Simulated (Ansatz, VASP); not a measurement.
**Two plane-wave programs on Nb2Ru**

```
Nb Ru
1.0
     0.00000    2.27417    6.49846
     1.60393    0.00000    6.49846
     1.60393    2.27417    0.00000
Nb Ru
2 1
Direct
  0.33952 0.33952 0.66048
  0.66048 0.66048 0.33952
  0.00000 0.00000 0.00000
```

Alike in both runs: functional LDA; k mesh 16 × 16 × 16; occupations gaussian, width 0.1 eV; no spin polarisation.

Ansatz relaxed the structure, and its values are those at the end. VASP's run is a single point on that final structure, the one shown.

|  | VASP | Ansatz |
| --- | --- | --- |
| version | VASP 6.6.1 | Ansatz 0.2.0 |
| potentials or method | VASP PAW LDA potentials, release 64 (Nb_sv, Ru_pv), cutoff 500 eV | scalar-relativistic, plane waves, PAW |
| valence electrons in the cell | 40 | 42 |

Ansatz gave:

- gap on the k mesh at the Fermi level (eV): none
- pressure (GPa): 0.0
- rms of the force components (eV/Å): 0.000

Question: Estimate VASP's values.

Answer: gap on the k mesh at the Fermi level (eV): none; pressure (GPa): 0.1; rms of the force components (eV/Å): 0.012.

LDA's correlation is that of Perdew and Zunger in VASP and of Perdew and Wang (1992) in Ansatz. A gap of «none» marks a metal or a gap that the smearing closes. VASP's potentials hold 40 valence electrons a cell and Ansatz's 42, so a difference there can come from the potentials and not from the codes.
